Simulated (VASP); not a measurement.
# Al16CN14 (a cell with a defect) (C_N-V_N) in VASP: further runs, part 2 of 2

VASP 6.6.1. The steps go on from the part before.

### 3 Electric field gradients, PBE, collinear spin

Contents of INCAR:

```
ALGO = Normal
EDIFF = 1E-8
ENCUT = 520
GGA = PE
ISIF = 2
ISMEAR = 0
ISPIN = 2
LASPH = T
LCHARG = F
LEFG = T
LORBIT = 11
LREAL = Auto
LWAVE = F
MAGMOM = 0.02 0 0 0 0.02 0 0 0 0 0 0 0 0.01 0 0 0 0.02 0.02 0.02 0 0.02 0.01 0 0 0.06 0 0 0.02 0.02 0.01 0.07
NBANDS = 86
NELECT = 121.0
NELM = 150
NUPDOWN = 1.0
PREC = Accurate
SIGMA = 0.01
```

Contents of KPOINTS:

```
Automatic mesh
0
Gamma
  1 1 1
  0.25 0.25 0.25
```

Contents of POSCAR:

```
Al16CN14
1.0
    6.2595139128      0.0000000578      0.0000000000
   -3.1297570064      5.4208980350      0.0000000000
    0.0000000000      0.0000000000     10.0348065929
Al N C
16 14 1
Direct
    0.3394392768      0.1825269628      0.2579578918
    0.1663457371      0.3320737030      0.5011937716
    0.3390259468      0.1739941728      0.7479734173
    0.1624153174      0.3317189546      1.0005032276
    0.3385191018      0.6578498649      0.2595282925
    0.1731928895      0.8365566206      0.5047938170
    0.3385510989      0.6635258535      0.7474247880
    0.1653547020      0.8326191124      0.9587409945
    0.8274330578      0.1648644765      0.2542849891
    0.6757189298      0.3366920595      0.5016209536
    0.8352303766      0.1668804257      0.7507460271
    0.6648578398      0.3299605847      0.9983695137
    0.7980126211      0.6482757268      0.2550300181
    0.6750201303      0.8392997894      0.5015860651
    0.8299663622      0.6640680790      0.7438014707
    0.6654494674      0.8351823532      0.9978871564
    0.3384471008      0.1698951853      0.4418076271
    0.1620484528      0.3305120469      0.1911138429
    0.3315747292      0.1713828948      0.9411745450
    0.1688269681      0.3316704586      0.6901700463
    0.3373194022      0.6707021874      0.4435440149
    0.3322409351      0.6637566374      0.9402862554
    0.1733814357      0.8345813334      0.7002594599
    0.8348482437      0.1690861150      0.4407083741
    0.6582426834      0.3254348361      0.1866762496
    0.8319861086      0.1676396599      0.9405949274
    0.6695780439      0.3301221971      0.6924665803
    0.6601293092      0.8331245430      0.1866734677
    0.8264745054      0.6641152676      0.9408369455
    0.6696729153      0.8345772258      0.6921789258
    0.8440296411      0.6739773372      0.4396840339
```

Potentials or basis: VASP PAW PBE potentials, release 64 (Al, N, C).

Command:

```
cat potpaw_PBE.64/Al/POTCAR potpaw_PBE.64/N/POTCAR potpaw_PBE.64/C/POTCAR > POTCAR
mpirun -np 1 vasp_std > vasp.out
```

OUTCAR:

```text
EDIFF = 1E-8
   ENCUT = 520
   GGA = PE
   ISIF = 2
   ISMEAR = 0
   ISPIN = 2
   LASPH = T
   LORBIT = 11
   LREAL = Auto
   NELECT = 121.0
   NELM = 150
   NUPDOWN = 1.0
   PREC = Accurate

 ion  position               nearest neighbor table
   1  0.339  0.183  0.258-  17 1.85  25 1.87  18 1.89  13 2.89   5 2.98   2 3.00  10 3.05   6 3.11
                             9 3.11   4 3.13  12 3.15   9 3.15   5 3.28
   2  0.166  0.332  0.501-  20 1.90  24 1.90  17 1.91  21 1.92   5 3.00   1 3.00   7 3.06   3 3.06
                            14 3.08  11 3.08   9 3.08  10 3.09   6 3.12   6 3.14  10 3.17  14 3.18
   3  0.339  0.174  0.748-  20 1.87  27 1.88  23 1.90  19 1.94   8 2.81   6 3.05   2 3.06   7 3.07
                            15 3.07  12 3.07  10 3.07   4 3.12  11 3.13  11 3.13  15 3.19   7 3.19
   4  0.162  0.332  0.001-  19 1.88  26 1.89  22 1.90  18 1.91  11 3.07  12 3.11  16 3.11   7 3.11
                             3 3.12   9 3.13   1 3.13   5 3.14  16 3.15  12 3.15   8 3.15   8 3.16
   5  0.339  0.658  0.260-  21 1.85  28 1.89  18 1.90  13 2.91   1 2.98   2 3.00  14 3.04   6 3.09
[... 1334 lines left out ...]
   1       0.136       0.298       1.000
   2       0.013       0.830       1.000
   3       0.036       0.536       1.000
   4      -0.011       0.811       1.000
   5       0.130       0.385       1.000
   6      -0.054       0.595       1.000
[... 23 lines left out ...]
  30      -0.020       0.485       1.000
  31       0.043       0.116       1.000
----------------------------------------------------------------------

 total charge

# of ion       s       p       d       tot
------------------------------------------
    1        0.381   0.400   0.000   0.780
    2        0.370   0.422   0.000   0.792
    3        0.374   0.433   0.000   0.807
    4        0.370   0.427   0.000   0.796
    5        0.379   0.393   0.000   0.773
    6        0.380   0.433   0.000   0.813
[... 23 lines left out ...]
   30        1.231   2.620   0.000   3.851
   31        0.869   1.657   0.000   2.526
--------------------------------------------------
tot         24.163  44.974   0.000  69.137

 magnetization (x)

# of ion       s       p       d       tot
------------------------------------------
    1        0.008   0.026   0.000   0.034
    2        0.000   0.001   0.000   0.001
    3        0.000   0.001   0.000   0.001
    4       -0.000  -0.000   0.000  -0.000
    5        0.008   0.027   0.000   0.036
    6        0.003   0.001   0.000   0.004
[... 23 lines left out ...]
   30        0.000   0.008   0.000   0.008
   31        0.003   0.063   0.000   0.066
--------------------------------------------------
tot          0.033   0.310   0.000   0.343
```

OSZICAR:

```text
N       E                     dE             d eps       ncg     rms          rms(c)
DAV:   1     0.485733201151E+03    0.48573E+03   -0.55200E+04  2064   0.126E+03
DAV:   2    -0.214207159012E+03   -0.69994E+03   -0.67142E+03  2552   0.256E+02
DAV:   3    -0.268137270440E+03   -0.53930E+02   -0.53558E+02  2512   0.742E+01
[... 10 lines left out ...]
DAV:  14    -0.232288056359E+03   -0.44197E-05   -0.77599E-05  2776   0.405E-02    0.180E-02
DAV:  15    -0.232288063943E+03   -0.75843E-05   -0.41274E-05  2432   0.213E-02    0.137E-02
DAV:  16    -0.232288063300E+03    0.64328E-06   -0.40122E-06  2784   0.101E-02    0.598E-03
DAV:  17    -0.232288063338E+03   -0.38505E-07   -0.39298E-06  2512   0.664E-03    0.169E-03
DAV:  18    -0.232288063360E+03   -0.21935E-07   -0.26924E-07  2808   0.206E-03    0.121E-03
DAV:  19    -0.232288063362E+03   -0.11432E-08   -0.69458E-08  2512   0.904E-04
   1 F= -.23228806E+03 E0= -.23228806E+03  d E =-.374000E-17  mag=     1.0000
```

It took 11 min on 1 thread of Intel Xeon Platinum 8488C (Sapphire Rapids), shared host; peak memory 0.69 GiB.

Results:

```yaml
Free_energy: -232.2881 eV
Largest_force: 0.277 eV/Å
Net_moment: 1.00 μB per cell
Site_moments: Al +0.03, +0.00, -0.00, +0.04, +0.01; N +0.01, +0.03, +0.00, -0.00; C +0.07 μB
Valence_electrons_inside_the_program's_atomic_spheres: Al 0.78, 0.79, 0.81, 0.80, 0.77, 0.83, 0.82; N 3.83, 3.82, 3.85, 3.86; C 2.53
```

Forces in eV/Å, atoms in the order of the input:
```
Al  -0.095 -0.072  0.032
Al  -0.122  0.056 -0.017
Al   0.103 -0.089 -0.002
Al  -0.111  0.075  0.042
Al   0.090 -0.049 -0.150
Al  -0.105  0.122 -0.017
Al   0.129 -0.084 -0.014
Al  -0.210  0.071  0.040
Al   0.156 -0.089  0.000
Al  -0.130  0.038 -0.006
Al   0.147 -0.077  0.015
Al  -0.106  0.083 -0.057
Al   0.051  0.135  0.025
Al  -0.113  0.088 -0.001
Al   0.135 -0.058  0.029
Al  -0.103  0.047  0.045
N    0.146 -0.123  0.127
N   -0.062  0.150  0.039
N    0.162 -0.094 -0.042
N   -0.185  0.122  0.013
N    0.161 -0.065 -0.046
N    0.213 -0.158  0.081
N   -0.189  0.112 -0.009
N    0.167 -0.080 -0.017
N    0.039 -0.008 -0.067
N    0.161 -0.092 -0.007
N   -0.205  0.110 -0.038
N   -0.219 -0.004  0.001
N    0.174 -0.031 -0.072
N   -0.206  0.104  0.035
C    0.128 -0.141  0.039
```

Electric field gradients, principal values (V/Å²):
| atom | least | middle | greatest (by size) |
| --- | --- | --- | --- |
| 1 Al | -19.707 | -36.431 | 56.139 |
| 2 Al | -0.444 | -4.777 | 5.221 |
| 3 Al | -3.422 | -11.327 | 14.749 |
| 4 Al | 0.424 | 4.066 | -4.490 |
| 5 Al | -16.570 | -37.283 | 53.853 |
| 6 Al | 4.524 | 17.825 | -22.349 |
| 7 Al | -6.260 | -8.000 | 14.260 |
| 8 Al | -36.467 | -41.327 | 77.794 |
| 9 Al | 5.627 | 7.435 | -13.062 |
| 10 Al | 2.413 | 13.531 | -15.944 |
| 11 Al | 1.392 | 2.751 | -4.142 |
| 12 Al | 1.699 | 4.156 | -5.855 |
| 13 Al | -14.448 | -53.178 | 67.626 |
| 14 Al | 4.322 | 13.169 | -17.490 |
| 15 Al | -5.911 | -15.975 | 21.887 |
| 16 Al | -0.119 | -3.252 | 3.372 |
| 17 N | 2.293 | 7.247 | -9.540 |
| 18 N | 1.251 | 15.541 | -16.792 |
| 19 N | -1.631 | -6.865 | 8.495 |
| 20 N | 2.092 | 5.267 | -7.359 |
| 21 N | 2.458 | 8.068 | -10.526 |
| 22 N | -0.295 | -7.347 | 7.642 |
| 23 N | -0.352 | -4.628 | 4.980 |
| 24 N | -1.393 | -6.680 | 8.073 |
| 25 N | 5.397 | 13.199 | -18.596 |
| 26 N | 3.679 | 5.651 | -9.330 |
| 27 N | 3.345 | 4.696 | -8.041 |
| 28 N | 5.470 | 13.839 | -19.308 |
| 29 N | -3.497 | -4.349 | 7.846 |
| 30 N | 2.082 | 5.998 | -8.080 |
| 31 C | -7.901 | -9.965 | 17.866 |

Caveat: the k points lie up to 1.16 Å⁻¹ apart; the cell carries a net charge on a neutralising background, which shifts energy and pressure; without QUAD_EFG the Cq values of the log hold for a quadrupole moment of 1 mb, not for the nuclei; the total moment is fixed, so each spin has its own Fermi level.
